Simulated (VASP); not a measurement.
# BAs in VASP: settings compared

The runs below take BAs through single point, with PBE, r2SCAN.

Everything below comes from runs of VASP 6.6.1. Logs are shortened: lines on timing, memory, paths and dates and some standing lists are left out, and cuts for length are marked.

### 1 The cell of the first run

It takes space group I-4m2 (No. 119, tetragonal). The conventional cell has a = 3.383 Å, b = 3.383 Å, c = 5.029 Å, α = 90.00°, β = 90.00°, γ = 90.00°. Within 2.8 Å of B (site symmetry -4m2) lie 4 As at 2.11 Å. As (site symmetry -4m2) has 4 B at 2.11 Å within 2.8 Å.

### 2 Single point, PBE (uniaxial z strain +5.1%)

The input, INCAR:

```
SYSTEM = BAs
  PREC = Accurate
  ENCUT = 520
  EDIFF = 1E-6
  ISMEAR = 0
  SIGMA = 0.01
  LREAL = .FALSE.
  LASPH = .TRUE.
  NELM = 100
  ALGO = Normal
  ISIF = 2
  LWAVE = .FALSE.
  LCHARG = .FALSE.
  GGA = PE
  NBANDS = 11
```

The input, KPOINTS:

```
regular mesh
0
G
  6 6 6
  0 0 0
```

The input, POSCAR:

```
BAs
1.0
    0.0000000000      2.3918699019      2.5143336409
    2.3918699019      0.0000000000      2.5143336409
    2.3918699019      2.3918699019      0.0000000000
B As
1 1
Direct
    0.0000000000      0.0000000000      0.0000000000
    0.2500000000      0.2500000000      0.2500000000
```

Potentials or basis: VASP PAW PBE potentials, release 64 (B, As).

Launch:

```
$ cat potpaw_PBE.64/B/POTCAR potpaw_PBE.64/As/POTCAR > POTCAR
$ mpirun -np 1 vasp_std > vasp.out
```

OUTCAR:

```text
SYSTEM = BAs
   PREC = Accurate
   ENCUT = 520
   EDIFF = 1E-6
   ISMEAR = 0
   LREAL = .FALSE.
   LASPH = .TRUE.
   NELM = 100
   ISIF = 2
   GGA = PE

 ion  position               nearest neighbor table
   1  0.000  0.000  0.000-   2 2.11   2 2.11   2 2.11   2 2.11
   2  0.250  0.250  0.250-   1 2.11   1 2.11   1 2.11   1 2.11

  LATTYP: Found a body centered tetragonal cell.
 ALAT       =     3.3826148547
 C/A-ratio  =     1.4866212968

  Lattice vectors:

 A1 = (  -2.3918699019,   0.0000000000,   2.5143336409)
 A2 = (   2.3918699019,   0.0000000000,   2.5143336409)
 A3 = (   0.0000000000,   2.3918699019,  -2.5143336409)

Analysis of symmetry for initial positions (statically):
=====================================================================
 Subroutine PRICEL returns:
 Original cell was already a primitive cell.

 Routine SETGRP: Setting up the symmetry group for a
 body centered tetragonal supercell.

 Subroutine GETGRP returns: Found  8 space group operations
 (whereof  8 operations were pure point group operations)
 out of a pool of 16 trial point group operations.

The static configuration has the point symmetry D_2d.

Analysis of symmetry for dynamics (positions and initial velocities):
=====================================================================
 Subroutine PRICEL returns:
 Original cell was already a primitive cell.

 Routine SETGRP: Setting up the symmetry group for a
 body centered tetragonal supercell.

 Subroutine GETGRP returns: Found  8 space group operations
 (whereof  8 operations were pure point group operations)
 out of a pool of 16 trial point group operations.

The dynamic configuration has the point symmetry D_2d.

 Subroutine INISYM returns: Found  8 space group operations
 (whereof  8 operations are pure point group operations),
 and found     1 'primitive' translations

----------------------------------------------------------------------------------------

                                     Primitive cell

  volume of cell :      28.7692

  direct lattice vectors                    reciprocal lattice vectors
     0.000000000  2.391869902  2.514333641    -0.209041470  0.209041470  0.198859846
     2.391869902  0.000000000  2.514333641     0.209041470 -0.209041470  0.198859846
     2.391869902  2.391869902  0.000000000     0.209041470  0.209041470 -0.198859846

  length of vectors
     3.470290375  3.470290375  3.382614855     0.356289083  0.356289083  0.356289083

  position of ions in fractional coordinates (direct lattice)
     0.000000000  0.000000000  0.000000000
     0.250000000  0.250000000  0.250000000

  ion indices of the primitive-cell ions
   primitive index   ion index
                 1           1
                 2           2

----------------------------------------------------------------------------------------

 KPOINTS: regular mesh

Automatic generation of k-mesh.
 Grid dimensions read from file:
 generate k-points for:    6    6    6

 Generating k-lattice:

  Cartesian coordinates                     Fractional coordinates (reciprocal lattice)
    -0.034840245  0.034840245  0.033143308     0.166666667  0.000000000  0.000000000
     0.034840245 -0.034840245  0.033143308     0.000000000  0.166666667  0.000000000
     0.034840245  0.034840245 -0.033143308    -0.000000000 -0.000000000  0.166666667

  Length of vectors
     0.059381514  0.059381514  0.059381514

  Shift w.r.t. Gamma in fractional coordinates (k-lattice)
     0.000000000  0.000000000  0.000000000

 Subroutine IBZKPT returns following result:
 ===========================================

 Found     30 irreducible k-points:

 Following reciprocal coordinates:
            Coordinates               Weight
  0.000000  0.000000  0.000000      1.000000
  0.166667  0.000000  0.000000      8.000000
  0.333333  0.000000  0.000000      8.000000
  0.500000 -0.000000  0.000000      4.000000
  0.166667  0.166667  0.000000      2.000000
  0.333333  0.166667  0.000000      8.000000
[... 16 lines left out ...]
  0.333333  0.000000  0.333333      4.000000
  0.500000  0.000000  0.333333     16.000000
 [... further k-points ...]
   k-points           NKPTS =     30   k-points in BZ     NKDIM =     30   number of bands    NBANDS=     11
   number of dos      NEDOS =    301   number of ions     NIONS =      2
   total plane-waves  NPLWV =  21952
   dimension x,y,z NGX =    28 NGY =   28 NGZ =   28
   dimension x,y,z NGXF=    56 NGYF=   56 NGZF=   56
   ions per type =               1   1
   NGX,Y,Z   is equivalent  to a cutoff of  13.41, 13.41, 13.76 a.u.
   NGXF,Y,Z  is equivalent  to a cutoff of  26.83, 26.83, 27.52 a.u.
 SYSTEM =  BAs
   PREC   = accura    normal or accurate (medium, high low for compatibility)
   ISTART =      0    job   : 0-new  1-cont  2-samecut
   ICHARG =      2    charge: 1-file 2-atom 10-const
   ISPIN  =      1    spin polarized calculation?
   LNONCOLLINEAR =      F non collinear calculations
   LSORBIT =      F    spin-orbit coupling
   LASPH  =      T    aspherical Exc in radial PAW
   ENCUT  =  520.0 eV  38.22 Ry    6.18 a.u.   6.45  6.45  6.29*2*pi/ulx,y,z
   NELM   =    100;   NELMIN=  2; NELMDL= -5     # of ELM steps
   EDIFF  = 0.1E-05   stopping-criterion for ELM
   LREAL  =      F    real-space projection
   EDIFFG = 0.1E-04   stopping-criterion for IOM
   NSW    =      0    number of steps for IOM
   IBRION =     -1    ionic relax: 0-MD 1-quasi-New 2-CG
   NFREE  =      0    steps in history (QN), initial steepest desc. (CG)
   ISIF   =      2    stress and relaxation
   ISYM   =      2    0-nonsym 1-usesym 2-fastsym
   POTIM  = 0.5000    time-step for ionic-motion
   TEBEG  =    0.0;   TEEND  =   0.0 temperature during run
   PSTRESS=    0.0 pullay stress
   NELECT =       8.0000    total number of electrons
   NUPDOWN=      -1.0000    fix difference up-down
   EMIN   =  10.00;   EMAX   =-10.00  energy-range for DOS
   EFERMI =   0.00;   METHOD = LEGACY
   ISMEAR =     0;   SIGMA  =   0.01  broadening in eV -4-tet -1-fermi 0-gaus
   EFERMI_NEDOS =   21; number of points for ismear=-14 and -15
   IALGO  =     38    algorithm
   IMIX   =      4    mixing-type and parameters
     AMIX     =   0.40;   BMIX     =  1.00
     AMIX_MAG =   1.60;   BMIX_MAG =  1.00
  volume/ion in A,a.u.               =      14.38        97.07
  Fermi-wavevector in a.u.,A,eV,Ry     =   1.068552  2.019270 15.535166  1.141802
  Thomas-Fermi vector in A             =   2.204203
   LORBIT       =      0    0 simple, 1 ext, 2 COOP (PROOUT), +10 PAW based schemes
   GGA     = PE    functional components
   LHFCALC =     F    Hartree Fock is set to
   AEXX    =    0.0000 exact exchange contribution
   IVDW    =     0    specifies the selected vdW correction
   LEPSILON=     F    determine dielectric tensor
   LRPA    =     F    only Hartree local field effects (RPA)
 non-spin polarized calculation
 Gauss-broadening in eV      SIGMA  =   0.01
  energy-cutoff  :      520.00
  volume of cell :       28.77
 maximum number of plane-waves:       794
 NGX is ok and might be reduce to    28
   NGX = 13   NGY = 13   NGZ = 13

 number of electron       7.9999999 magnetization

 Free energy of the ion-electron system (eV)
  ---------------------------------------------------
  ext. energy  EPLUGINS =         0.00000000
  ---------------------------------------------------
  free energy    TOTEN  =       -11.35502161 eV

  energy without entropy =      -11.35502161  energy(sigma->0) =      -11.35502161

 E-fermi :   5.7709     XC(G=0): -10.3507

 val. band max:        5.7148792462   @ k =   0.0000   0.0000   0.0000
 cond. band min:       6.6727945014   @ k =   0.3333   0.0000   0.3333
 fundamental gap:      0.9579152552
 Fermi energy:         5.7708979194

 k-point     1 :       0.0000    0.0000    0.0000
  band No.  band energies     occupation
      1      -9.3692      2.00000
      2       5.2202      2.00000
      3       5.7149      2.00000
      4       5.7149      2.00000
      5       8.6670      0.00000
      6       8.6670      0.00000
      7       8.9832      0.00000
      8       9.5260      0.00000
      9      14.8884      0.00000
     10      17.5327      0.00000
     11      18.7498      0.00000

 k-point     2 :       0.1667    0.0000    0.0000
  band No.  band energies     occupation
      1      -8.9386      2.00000
      2       2.6688      2.00000
      3       4.7204      2.00000
      4       5.1059      2.00000
      5       8.5267      0.00000
      6       9.5493      0.00000
      7       9.7057      0.00000
      8      11.7260      0.00000
      9      16.0486      0.00000
     10      16.4910      0.00000
     11      17.0990      0.00000

 k-point     3 :       0.3333    0.0000    0.0000
  band No.  band energies     occupation
      1      -7.7440      2.00000
      2      -0.9358      2.00000
      3       3.8542      2.00000
      4       4.3762      2.00000
      5       8.0114      0.00000
      6      10.2508      0.00000
      7      10.3926      0.00000
      8      13.9840      0.00000
      9      16.5433      0.00000
     10      17.3687      0.00000
     11      17.6179      0.00000

 k-point     4 :       0.5000   -0.0000    0.0000
  band No.  band energies     occupation
      1      -6.6864      2.00000
      2      -2.8505      2.00000
      3       3.5317      2.00000
      4       4.1135      2.00000
      5       7.8072      0.00000
      6      10.2096      0.00000
      7      10.4502      0.00000
      8      14.3210      0.00000
      9      17.8045      0.00000
     10      19.5041      0.00000
     11      20.0072      0.00000
[... 239 lines left out ...]
 k-point    22 :      -0.3333    0.5000    0.1667
  band No.  band energies     occupation
      1      -5.5140      2.00000
      2      -2.5633      2.00000
      3       0.8635      2.00000
      4       1.0145      2.00000
      5       9.7516      0.00000
      6       9.9536      0.00000
      7      13.8788      0.00000
      8      14.0401      0.00000
      9      17.1321      0.00000
     10      20.2572      0.00000
     11      20.9188      0.00000

 k-point    23 :       0.3333    0.0000    0.3333
  band No.  band energies     occupation
      1      -7.0845      2.00000
      2      -0.1285      2.00000
      3       2.0999      2.00000
      4       2.2211      2.00000
      5       6.6728      0.00000
      6       8.5903      0.00000
      7      13.7357      0.00000
      8      14.8689      0.00000
      9      16.6072      0.00000
     10      20.3112      0.00000
     11      21.1040      0.00000

 k-point    24 :       0.5000    0.0000    0.3333
  band No.  band energies     occupation
      1      -5.8848      2.00000
      2      -1.8415      2.00000
      3       0.7985      2.00000
      4       1.9502      2.00000
      5       7.2314      0.00000
      6       9.1478      0.00000
      7      14.0607      0.00000
      8      15.1112      0.00000
      9      17.4681      0.00000
     10      20.6592      0.00000
     11      21.1738      0.00000

 [... further k-points ...]
[... 5 lines left out ...]
  --------------------------------------------------------------------------------------
  -------------------------------------------------------------------------------------
  Total       -0.0290023     -0.0290023     -1.9062462      0.0000000     -0.0000000      0.0000000
  in kB       -1.6151592     -1.6151592   -106.1601611      0.0000000     -0.0000000      0.0000000
  external PRESSURE =     -36.4634932 kB  Pullay stress =       0.0000000 kB

 VOLUME and BASIS-vectors are now :
 -----------------------------------------------------------------------------
  energy-cutoff  :      520.00
  volume of cell :       28.77
      direct lattice vectors                 reciprocal lattice vectors
     0.000000000  2.391869902  2.514333641    -0.209041470  0.209041470  0.198859846
     2.391869902  0.000000000  2.514333641     0.209041470 -0.209041470  0.198859846
     2.391869902  2.391869902  0.000000000     0.209041470  0.209041470 -0.198859846

 POSITION                                       TOTAL-FORCE (eV/Angst)
 -----------------------------------------------------------------------------------
      0.00000      0.00000      0.00000        -0.000000     -0.000000     -0.000000
      1.19593      1.19593      1.25717         0.000000      0.000000      0.000000
 -----------------------------------------------------------------------------------
    total drift:                               -0.000000     -0.000000      0.000000

  FREE ENERGIE OF THE ION-ELECTRON SYSTEM (eV)
  ---------------------------------------------------
  free  energy   TOTEN  =       -11.3550216111 eV

  energy  without entropy=      -11.3550216111  energy(sigma->0) =      -11.35502161
```

It took 11 s on 1 thread of Intel Xeon 8259CL, shared host; peak memory 0.16 GiB.

Results:

```
Free energy            : -11.3550 eV
Pressure               : -3.6 GPa
Band gap on the k mesh : 0.96 eV, indirect (least direct gap 2.95 eV)
```

Stress tensor (GPa, compression positive):
```
 -0.16   0.00   0.00
  0.00  -0.16   0.00
  0.00   0.00 -10.62
```

Caveat: the cell differs from its parent crystal (uniaxial z strain +5.1%). A k mesh can miss the band edges.

### 3 Single point, PBE

This run uses another cell than the first one, of 13.68 Å³/atom, 0.951 times its volume.

The input, INCAR:

```
  PREC = Accurate
  ENCUT = 520
  EDIFF = 1E-6
  ISMEAR = -1
  SIGMA = 0.02
  LREAL = F
  LASPH = T
  NELM = 60
  ALGO = Normal
  ISIF = 2
  LWAVE = F
  LCHARG = F
  GGA = PE
  NBANDS = 11
```

The input, KPOINTS:

```
regular mesh
0
Gamma
  10 10 10
```

The input, POSCAR:

```
BAs
1.0
    0.0000000000      2.3918699019      2.3918699019
    2.3918699019      0.0000000000      2.3918699019
    2.3918699019      2.3918699019      0.0000000000
B As
1 1
Direct
    0.0000000000      0.0000000000      0.0000000000
    0.2500000000      0.2500000000      0.2500000000
```

Potentials or basis: VASP PAW PBE potentials, release 64 (B, As).

Launch:

```
$ cat potpaw_PBE.64/B/POTCAR potpaw_PBE.64/As/POTCAR > POTCAR
$ mpirun -np 1 vasp_std > vasp.out
```

Run time: 15 s. Hardware: 1 thread of Intel Xeon 8259CL, shared host; peak memory 0.16 GiB.

Results (log left out):

* Free energy: -11.4087 eV
* Pressure: 2.8 GPa
* Band gap on the k mesh: 1.18 eV, indirect (least direct gap 3.27 eV)

Levels at points of the mesh, in eV from the valence-band top:
| k point | band 2 | band 3 | band 4 | band 5 | band 6 | band 7 |
| --- | --- | --- | --- | --- | --- | --- |
| (0.00, 0.00, 0.00) | 0.00 | 0.00 | 0.00 | 3.27 | 3.27 | 3.27 |
| (0.50, 0.00, 0.00) | -8.76 | -1.81 | -1.81 | 2.67 | 4.78 | 4.78 |
| (0.50, 0.50, 0.00) | -8.51 | -4.06 | -4.06 | 1.43 | 1.45 | 11.33 |

A k mesh can miss the band edges. Expect the measured gap to be larger: semilocal functionals such as PBE lack the derivative discontinuity.

### 4 Single point, r2SCAN

This run uses another cell than the first one, of 13.68 Å³/atom, 0.951 times its volume.

POSCAR is that of step 3.

The input, INCAR.step1:

```
ALGO = Normal
EDIFF = 1E-4
ENCUT = 520
GGA = PE
ISMEAR = 0
LASPH = T
LCHARG = F
LREAL = F
LWAVE = T
NBANDS = 11
NELM = 100
PREC = Accurate
SIGMA = 0.01
```

The input, INCAR.step2:

```
ALGO = Normal
EDIFF = 1E-6
ENCUT = 520
ISIF = 2
ISMEAR = 0
ISTART = 1
LASPH = T
LCHARG = F
LMIXTAU = T
LREAL = F
LWAVE = F
METAGGA = R2SCAN
NBANDS = 11
NELM = 100
PREC = Accurate
SIGMA = 0.01
```

The input, KPOINTS:

```
k-points
0
Gamma
  10 10 10
```

Launch:

```
$ cat potpaw_PBE.64/B/POTCAR potpaw_PBE.64/As/POTCAR > POTCAR
$ cp INCAR.step1 INCAR
$ mpirun -np 1 vasp_std > vasp.out
$ cp INCAR.step2 INCAR
$ mpirun -np 1 vasp_std > vasp.out
```

It took 2 min on 1 thread of Intel Xeon 8259CL, shared host; peak memory 0.17 GiB.

It converged, with:

```
Free energy            : -22.2561 eV
Pressure               : 0.3 GPa
Band gap on the k mesh : 1.37 eV, indirect (least direct gap 3.44 eV)
```

Levels at points of the mesh, in eV from the valence-band top:
| k point | band 1 | band 2 | band 3 | band 4 | band 5 | band 6 | band 7 | band 8 | band 9 |
| --- | --- | --- | --- | --- | --- | --- | --- | --- | --- |
| (0.00, 0.00, 0.00) | -16.12 | 0.00 | 0.00 | 0.00 | 3.44 | 3.44 | 3.44 | 5.10 | 10.36 |
| (0.50, 0.00, 0.00) | -13.11 | -9.21 | -1.93 | -1.93 | 2.95 | 5.05 | 5.05 | 9.57 | 13.61 |
| (0.50, 0.50, 0.00) | -11.68 | -9.04 | -4.29 | -4.29 | 1.62 | 1.70 | 12.12 | 12.12 | 13.84 |

Caveat: the PAW data sets were made with another functional, which shifts forces and pressure a little. r2SCAN opens gaps a little over a GGA but as a rule still falls short of measured ones.

### 5 Summary

| level | cell | k mesh | smearing | gap on the mesh (eV) | pressure (GPa) |
| --- | --- | --- | --- | --- | --- |
| PBE | a = 3.470, b = 3.470, c = 3.383 Å, angles 60.8, 60.8, 58.3°, 2 atoms | 6 × 6 × 6 | gaussian 0.01 eV | 0.96 | -3.6 |
| PBE | a = 3.383 Å, angles 60.0°, 2 atoms | 10 × 10 × 10 | fermi-dirac 0.02 eV | 1.18 | 2.8 |
| r2SCAN | a = 3.383 Å, angles 60.0°, 2 atoms | 10 × 10 × 10 | gaussian 0.01 eV | 1.37 | 0.3 |

Alike in all rows: task single point; potentials or basis VASP PAW PBE potentials, release 64 (B, As); no spin polarisation; cutoff (eV) 520.

Caveats: the PAW data sets were made with another functional, which shifts forces and pressure a little (some runs).

Total energies depend on the potentials used, so only differences within one code and one set of settings carry meaning.
